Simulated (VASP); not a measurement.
Runs of VASP 6.6.1 on Cs. The structure is that of space group R-3m (No. 166), or close to it. The cells are those of the table. 

```csv
cell,gap on the mesh (eV),pressure (GPa)
"a = 7.676 Å, angles 33.6°, 1 atom",none,0.8
"a = 5.013 Å, angles 82.7°, 1 atom",none,-0.1
"a = 5.322 Å, angles 67.3°, 1 atom",none,-0.2
"a = 6.413 Å, angles 45.7°, 1 atom",none,(a)
"a = 5.121 Å, angles 75.3°, 1 atom",none,-0.1
```

Alike in all rows: task single point; level PBEsol; potentials or basis VASP PAW PBE potentials, release 64 (Cs_sv); no spin polarisation; k mesh 12 × 12 × 12; cutoff (eV) 520; smearing gaussian 0.15 eV.

Task: Estimate the missing entries.

Result: (a) 0.0.

Caveats: the PAW data sets were made with another functional, which shifts forces and pressure a little; spin-orbit coupling is left out, which moves the levels of the heavy elements.

A k mesh can miss the band edges, and the runs leave out spin-orbit coupling on Cs.

A gap of «none» marks levels without a gap at the run's occupations.
